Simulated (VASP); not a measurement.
# Al5GaN6 (P-3m1) in VASP: further runs

Runs on Al5GaN6. Level: PBE. Tasks: single point.

Program: VASP 6.6.1. These are calculated values, not measurements. Logs are shortened: lines on timing, memory, paths and dates and some standing lists are left out, and cuts for length are marked.

### 1 The cell of the first run

It takes space group P-3m1 (No. 164, trigonal). Conventional cell: a = 2.902 Å, b = 2.902 Å, c = 14.225 Å, α = 90.00°, β = 90.00°, γ = 120.00°. Al (site symmetry -3m) has 6 N at 2.05 Å within 2.7 Å. Within 2.7 Å of Al (site symmetry 3m) lie 6 N at 2.05 Å. Within 2.7 Å of Al (site symmetry 3m) lie 6 N at 2.03 to 2.05 Å. Within 3.0 Å of Ga (site symmetry -3m) lie 6 N at 2.10 Å and 6 Ga at 2.90 Å and 6 Al at 2.94 Å. Within 2.7 Å of N (site symmetry 3m) lie 6 Al at 2.05 Å. N (site symmetry 3m) has 6 Al at 2.05 Å within 2.7 Å. N (site symmetry 3m) has 3 Al at 2.03 Å and 3 Ga at 2.10 Å within 2.7 Å.

### 2 Single point, PBE

Input file INCAR:

```
ALGO = Normal
EDIFF = 1E-7
ENCUT = 520
GGA = PE
ISIF = 2
ISMEAR = 0
LASPH = T
LCHARG = F
LREAL = F
LWAVE = F
NBANDS = 41
NELM = 100
PREC = Accurate
SIGMA = 0.1
```

Input file KPOINTS:

```
k-points
0
Gamma
  6 6 1
```

Input file POSCAR:

```
Al5GaN6
1.0
    2.9016782807     -0.0000000025      0.0000000000
   -1.4508391382      2.5129271060      0.0000000000
    0.0000000000      0.0000000000     14.2254999693
Al Ga N
5 1 6
Direct
    0.0000000000      0.0000000000      0.5000000000
    0.3333333333      0.6666666667      0.3350074995
    0.6666666667      0.3333333333      0.1699970337
    0.3333333333      0.6666666667      0.8300029663
    0.6666666667      0.3333333333      0.6649925005
    0.0000000000      0.0000000000      0.0000000000
    0.3333333333      0.6666666667      0.5824897036
    0.6666666667      0.3333333333      0.4175102964
    0.0000000000      0.0000000000      0.2525591857
    0.3333333333      0.6666666667      0.0889522166
    0.6666666667      0.3333333333      0.9110477834
    0.0000000000      0.0000000000      0.7474408143
```

Potentials or basis: VASP PAW PBE potentials, release 64 (Al, Ga_d, N).

Launch:

```bash
$ cat potpaw_PBE.64/Al/POTCAR potpaw_PBE.64/Ga_d/POTCAR potpaw_PBE.64/N/POTCAR > POTCAR
$ mpirun -np 1 vasp_std > vasp.out
```

OUTCAR:

```text
EDIFF = 1E-7
   ENCUT = 520
   GGA = PE
   ISIF = 2
   ISMEAR = 0
   LASPH = T
   LREAL = F
   NELM = 100
   PREC = Accurate

 ion  position               nearest neighbor table
   1  0.000  0.000  0.500-   7 2.05   8 2.05   8 2.05   7 2.05   8 2.05   7 2.05   2 2.88   5 2.88
                             2 2.88   5 2.88   5 2.88   2 2.88
   2  0.333  0.667  0.335-   9 2.05   9 2.05   9 2.05   8 2.05   8 2.05   8 2.05   1 2.88   1 2.88
                             1 2.88   3 2.88   3 2.88   3 2.88
   3  0.667  0.333  0.170-  10 2.03  10 2.03  10 2.03   9 2.05   9 2.05   9 2.05   2 2.88   2 2.88
                             2 2.88   6 2.94   6 2.94   6 2.94
   4  0.333  0.667  0.830-  11 2.03  11 2.03  11 2.03  12 2.05  12 2.05  12 2.05   5 2.88   5 2.88
                             5 2.88   6 2.94   6 2.94   6 2.94
   5  0.667  0.333  0.665-  12 2.05  12 2.05  12 2.05   7 2.05   7 2.05   7 2.05   1 2.88   1 2.88
                             1 2.88   4 2.88   4 2.88   4 2.88
   6  0.000  0.000  0.000-  10 2.10  11 2.10  11 2.10  10 2.10  11 2.10  10 2.10   3 2.94   4 2.94
                             4 2.94   3 2.94   3 2.94   4 2.94
   7  0.333  0.667  0.582-   1 2.05   1 2.05   1 2.05   5 2.05   5 2.05   5 2.05
   8  0.667  0.333  0.418-   1 2.05   1 2.05   1 2.05   2 2.05   2 2.05   2 2.05
   9  0.000  0.000  0.253-   2 2.05   2 2.05   2 2.05   3 2.05   3 2.05   3 2.05
  10  0.333  0.667  0.089-   3 2.03   3 2.03   3 2.03   6 2.10   6 2.10   6 2.10
  11  0.667  0.333  0.911-   4 2.03   4 2.03   4 2.03   6 2.10   6 2.10   6 2.10
  12  0.000  0.000  0.747-   5 2.05   5 2.05   5 2.05   4 2.05   4 2.05   4 2.05

  LATTYP: Found a hexagonal cell.
 ALAT       =     2.9016782807
 C/A-ratio  =     4.9025076501

  Lattice vectors:

 A1 = (   2.9016782807,  -0.0000000025,   0.0000000000)
 A2 = (  -1.4508391382,   2.5129271060,   0.0000000000)
 A3 = (   0.0000000000,   0.0000000000,  14.2254999693)

Analysis of symmetry for initial positions (statically):
=====================================================================
 Subroutine PRICEL returns:
 Original cell was already a primitive cell.

 Routine SETGRP: Setting up the symmetry group for a
 hexagonal supercell.

 Subroutine GETGRP returns: Found 12 space group operations
 (whereof 12 operations were pure point group operations)
 out of a pool of 24 trial point group operations.

The static configuration has the point symmetry D_3d.

Analysis of symmetry for dynamics (positions and initial velocities):
=====================================================================
 Subroutine PRICEL returns:
 Original cell was already a primitive cell.

[... 125 lines left out ...]
   EFERMI_NEDOS =   21; number of points for ismear=-14 and -15
   IALGO  =     38    algorithm
   IMIX   =      4    mixing-type and parameters
     AMIX     =   0.40;   BMIX     =  1.00
     AMIX_MAG =   1.60;   BMIX_MAG =  1.00
  volume/ion in A,a.u.               =       8.64        58.33
  Fermi-wavevector in a.u.,A,eV,Ry     =   1.348710  2.548692 24.749254  1.819019
  Thomas-Fermi vector in A             =   2.476357
   LORBIT       =      0    0 simple, 1 ext, 2 COOP (PROOUT), +10 PAW based schemes
   GGA     = PE    functional components
   LHFCALC =     F    Hartree Fock is set to
   AEXX    =    0.0000 exact exchange contribution
   IVDW    =     0    specifies the selected vdW correction
   LEPSILON=     F    determine dielectric tensor
   LRPA    =     F    only Hartree local field effects (RPA)
 non-spin polarized calculation
 Gauss-broadening in eV      SIGMA  =   0.10
  energy-cutoff  :      520.00
  volume of cell :      103.73
 maximum number of plane-waves:      2825
 NGX is ok and might be reduce to    24
   NGX = 11   NGY = 11   NGZ = 53

 number of electron      57.9999991 magnetization

 Free energy of the ion-electron system (eV)
  ---------------------------------------------------
  ext. energy  EPLUGINS =         0.00000000
  ---------------------------------------------------
  free energy    TOTEN  =       -83.74619073 eV

  energy without entropy =      -83.74619073  energy(sigma->0) =      -83.74619073

 E-fermi :   9.7366     XC(G=0): -12.3290

 val. band max:        9.2467883998   @ k =   0.0000   0.0000   0.0000
 cond. band min:      12.4096905478   @ k =   0.5000  -0.0000   0.0000
 fundamental gap:      3.1629021479
 Fermi energy:         9.7366329908

 k-point     1 :       0.0000    0.0000    0.0000
  band No.  band energies     occupation
      1      -8.0030      2.00000
      2      -7.4707      2.00000
      3      -7.4233      2.00000
      4      -6.0135      2.00000
      5      -5.9829      2.00000
      6      -4.8309      2.00000
[... 297 lines left out ...]
     40      19.4885      0.00000
     41      19.4885      0.00000

------------------------ aborting loop because EDIFF is reached ----------------------------------------

  FORCE on cell =-STRESS in cart. coord.  units (eV):
  Direction    XX          YY          ZZ          XY          YZ          ZX
  --------------------------------------------------------------------------------------
  -------------------------------------------------------------------------------------
  Total       -0.0284576     -0.0284576     -0.0234218      0.0000000      0.0000000     -0.0000000
  in kB       -0.4395545     -0.4395545     -0.3617706      0.0000000      0.0000000     -0.0000000
  external PRESSURE =      -0.4136266 kB  Pullay stress =       0.0000000 kB

 VOLUME and BASIS-vectors are now :
 -----------------------------------------------------------------------------
  energy-cutoff  :      520.00
  volume of cell :      103.73
      direct lattice vectors                 reciprocal lattice vectors
     2.901678281 -0.000000003  0.000000000     0.344628144  0.198971151  0.000000000
    -1.450839138  2.512927106  0.000000000     0.000000000  0.397942303  0.000000000
     0.000000000  0.000000000 14.225499969     0.000000000  0.000000000  0.070296299

 POSITION                                       TOTAL-FORCE (eV/Angst)
 -----------------------------------------------------------------------------------
      0.00000      0.00000      7.11275        -0.000000     -0.000000      0.000000
      0.00000      1.67528      4.76565        -0.000000     -0.000000     -0.000351
      1.45084      0.83764      2.41829        -0.000000     -0.000000      0.002630
      0.00000      1.67528     11.80721         0.000000     -0.000000     -0.002630
      1.45084      0.83764      9.45985        -0.000000      0.000000      0.000351
      0.00000      0.00000      0.00000        -0.000000     -0.000000      0.000000
      0.00000      1.67528      8.28621        -0.000000     -0.000000     -0.000325
      1.45084      0.83764      5.93929        -0.000000      0.000000      0.000325
      0.00000      0.00000      3.59278         0.000000     -0.000000      0.000464
      0.00000      1.67528      1.26539        -0.000000     -0.000000      0.049489
      1.45084      0.83764     12.96011         0.000000      0.000000     -0.049489
      0.00000      0.00000     10.63272        -0.000000     -0.000000     -0.000464
 -----------------------------------------------------------------------------------
    total drift:                               -0.000000     -0.000000      0.000000

  FREE ENERGIE OF THE ION-ELECTRON SYSTEM (eV)
  ---------------------------------------------------
  free  energy   TOTEN  =       -83.7461907329 eV

  energy  without entropy=      -83.7461907329  energy(sigma->0) =      -83.74619073
```

OSZICAR:

```text
N       E                     dE             d eps       ncg     rms          rms(c)
DAV:   1     0.432932592009E+03    0.43293E+03   -0.26479E+04   664   0.169E+03
DAV:   2    -0.328065134315E+02   -0.46574E+03   -0.43265E+03   694   0.449E+02
DAV:   3    -0.917593574227E+02   -0.58953E+02   -0.57948E+02   654   0.131E+02
DAV:   4    -0.943881991067E+02   -0.26288E+01   -0.26138E+01   787   0.299E+01
DAV:   5    -0.944453118998E+02   -0.57113E-01   -0.57055E-01   732   0.435E+00    0.184E+01
DAV:   6    -0.837032773884E+02    0.10742E+02   -0.36376E+01   890   0.466E+01    0.597E+00
DAV:   7    -0.837976374355E+02   -0.94360E-01   -0.32518E+00   698   0.909E+00    0.452E+00
DAV:   8    -0.837631282456E+02    0.34509E-01   -0.32052E-01   739   0.346E+00    0.887E-01
DAV:   9    -0.837456717443E+02    0.17457E-01   -0.70203E-02   819   0.275E+00    0.363E-01
DAV:  10    -0.837459682501E+02   -0.29651E-03   -0.10072E-02   690   0.554E-01    0.197E-01
DAV:  11    -0.837462263743E+02   -0.25812E-03   -0.15715E-03   908   0.265E-01    0.745E-02
DAV:  12    -0.837461896937E+02    0.36681E-04   -0.14549E-04   819   0.109E-01    0.338E-02
DAV:  13    -0.837461910423E+02   -0.13486E-05   -0.63426E-05   748   0.480E-02    0.138E-02
DAV:  14    -0.837461909272E+02    0.11508E-06   -0.58473E-06   772   0.166E-02    0.437E-03
DAV:  15    -0.837461909582E+02   -0.30970E-07   -0.19875E-06   812   0.899E-03    0.220E-03
DAV:  16    -0.837461908474E+02    0.11080E-06   -0.45416E-07   676   0.415E-03    0.137E-03
DAV:  17    -0.837461907232E+02    0.12415E-06   -0.25191E-08   420   0.108E-03    0.477E-04
DAV:  18    -0.837461907329E+02   -0.96247E-08   -0.13692E-08   419   0.119E-03
   1 F= -.83746191E+02 E0= -.83746191E+02  d E =-.197865E-12
```

stdout:

```text
POSCAR found type information on POSCAR AlGaN
 POSCAR found :  3 types and      12 ions
 scaLAPACK will be used
 LDA part: xc-table for (Slater+PW92), standard interpolation
 POSCAR, INCAR and KPOINTS ok, starting setup
 FFT: planning ... GRIDC
 FFT: planning ... GRID_SOFT
 FFT: planning ... GRID
 WAVECAR not read
 entering main loop
```

Run time: 93 s. Hardware: 1 thread of AMD EPYC 7R13, shared host; peak memory 0.21 GiB.

What came out:

```yaml
Free_energy: -83.7462 eV
Pressure: 0.0 GPa
Largest_force: 0.049 eV/Å
Band_gap_on_the_k_mesh: 3.16 eV (least direct gap 3.88 eV)
```

Forces in eV/Å, atoms in the order of the input:
```
Al   0.000  0.000  0.000
Al   0.000  0.000  0.000
Al   0.000  0.000  0.003
Al   0.000  0.000 -0.003
Al   0.000  0.000  0.000
Ga   0.000  0.000  0.000
N    0.000  0.000  0.000
N    0.000  0.000  0.000
N    0.000  0.000  0.000
N    0.000  0.000  0.049
N    0.000  0.000 -0.049
N    0.000  0.000  0.000
```

Levels at points of the mesh, in eV from the valence-band top:
| k point | band 27 | band 28 | band 29 | band 30 | band 31 | band 32 |
| --- | --- | --- | --- | --- | --- | --- |
| (0.00, 0.00, 0.00) | -0.01 | 0.00 | 0.00 | 4.53 | 5.81 | 6.06 |
| (0.50, 0.00, 0.00) | -1.35 | -0.77 | -0.72 | 3.16 | 4.95 | 5.34 |

Caveat: the k points lie up to 0.44 Å⁻¹ apart.

### 3 Single point, PBE

This run uses another cell than the first one, of 13.20 Å³/atom.

Input file INCAR:

```
SYSTEM = Al5GaN6
  PREC = Accurate
  ENCUT = 520
  EDIFF = 1E-6
  ISMEAR = 0
  SIGMA = 0.1
  LREAL = .False.
  LASPH = .True.
  NELM = 60
  ALGO = Normal
  ISIF = 2
  LWAVE = .False.
  LCHARG = .True.
  GGA = PE
  LELF = .True.
  LVHAR = .True.
  NBANDS = 41
```

Input file KPOINTS:

```
regular mesh
0
Gamma
  6 6 1
  0 0 0
```

Input file POSCAR:

```
Al5GaN6
1.0
    3.3419538300      0.0000000000      0.0000000000
   -1.6709769100      2.8942169100      0.0000000000
    0.0000000000      0.0000000000     16.3721632300
Al Ga N
5 1 6
Direct
    0.0000000000      0.0000000000      0.5000000000
    0.3333333300      0.6666666700      0.3333333300
    0.6666666700      0.3333333300      0.1666666700
    0.3333333300      0.6666666700      0.8333333300
    0.6666666700      0.3333333300      0.6666666700
    0.0000000000      0.0000000000      0.0000000000
    0.3333333300      0.6666666700      0.5833333300
    0.6666666700      0.3333333300      0.4166666700
    0.0000000000      0.0000000000      0.2500000000
    0.3333333300      0.6666666700      0.0833333300
    0.6666666700      0.3333333300      0.9166666700
    0.0000000000      0.0000000000      0.7500000000
```

Potentials or basis: VASP PAW PBE potentials, release 64 (Al, Ga_d, N).

Launch:

```bash
$ cat potpaw_PBE.64/Al/POTCAR potpaw_PBE.64/Ga_d/POTCAR potpaw_PBE.64/N/POTCAR > POTCAR
$ mpirun -np 1 vasp_std > vasp.out
```

Run time: 2.7 min. Hardware: 1 thread of AMD EPYC 7R13, shared host; peak memory 0.28 GiB.

It converged, with:

| Item | Value |
| --- | --- |
| Free energy | -73.2362 eV |
| Pressure | -41.9 GPa |
| Largest force | 0.665 eV/Å |
| Band gap on the k mesh | 0.19 eV (least direct gap 0.21 eV) |

Forces on the atoms (eV/Å):
```
Al   0.000  0.000  0.000
Al   0.000  0.000 -0.004
Al   0.000  0.000  0.059
Al   0.000  0.000 -0.059
Al   0.000  0.000  0.004
Ga   0.000  0.000  0.000
N    0.000  0.000 -0.001
N    0.000  0.000  0.001
N    0.000  0.000  0.019
N    0.000  0.000  0.665
N    0.000  0.000 -0.665
N    0.000  0.000 -0.019
```

Levels at points of the mesh, in eV from the valence-band top:
| k point | band 27 | band 28 | band 29 | band 30 | band 31 | band 32 |
| --- | --- | --- | --- | --- | --- | --- |
| (0.00, 0.00, 0.00) | -0.02 | -0.02 | -0.02 | 0.19 | 2.19 | 2.34 |
| (0.50, 0.00, 0.00) | -0.76 | -0.36 | -0.34 | 0.47 | 1.94 | 2.32 |

Caveat: the cell stands under tension; semilocal functionals underestimate gaps, and a narrow one can read as zero.
